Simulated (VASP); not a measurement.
The system is GaAs.

```
CELL_PARAMETERS angstrom
0.00000 2.82685 2.82685
2.82685 0.00000 2.82685
2.82685 2.82685 0.00000
ATOMIC_POSITIONS crystal
As 0.75000 0.75000 0.75000
Ga 0.00000 0.00000 0.00000
```

- Program: VASP 6.6.1
- Task: relaxation of cell and atoms
- Functional: PBEsol
- Dispersion: D3(BJ)
- Potentials or basis: VASP PAW PBE potentials, release 64 (As, Ga_d)
- Cutoff: 600 eV
- k mesh: 8 × 8 × 8
- Occupations: fermi-dirac, width 0.05 eV
- Spin: no spin polarisation

At the start: pressure -1.8 GPa; volume 22.59 Å³/atom.

Q: How do energy, volume and symmetry change on relaxing?

A: Over 3 steps the energy falls by 3.1 meV/atom and the volume is 22.03 Å³/atom (-2.5 %); space group F-43m (No. 216, to 0.1 Å) before and after.

Step by step:
```tsv
step	energy change (eV)	largest force (eV/Å)	pressure (GPa)	volume (Å³)
1	0.0000	0.0000	-1.77	45.18
2	-0.0049	0.0000	0.82	43.56
3	-0.0063	0.0000	0.02	44.07
```

Final structure:
```yaml
crystal:
  lattice:
    - [0.00000, 2.80344, 2.80344]
    - [2.80344, 0.00000, 2.80344]
    - [2.80344, 2.80344, 0.00000]
  atoms:
    - { symbol: As, position: [0.75000, 0.75000, 0.75000] }
    - { symbol: Ga, position: [0.00000, 0.00000, 0.00000] }
```

Caveat: the PAW data sets were made with another functional, which shifts forces and pressure a little.
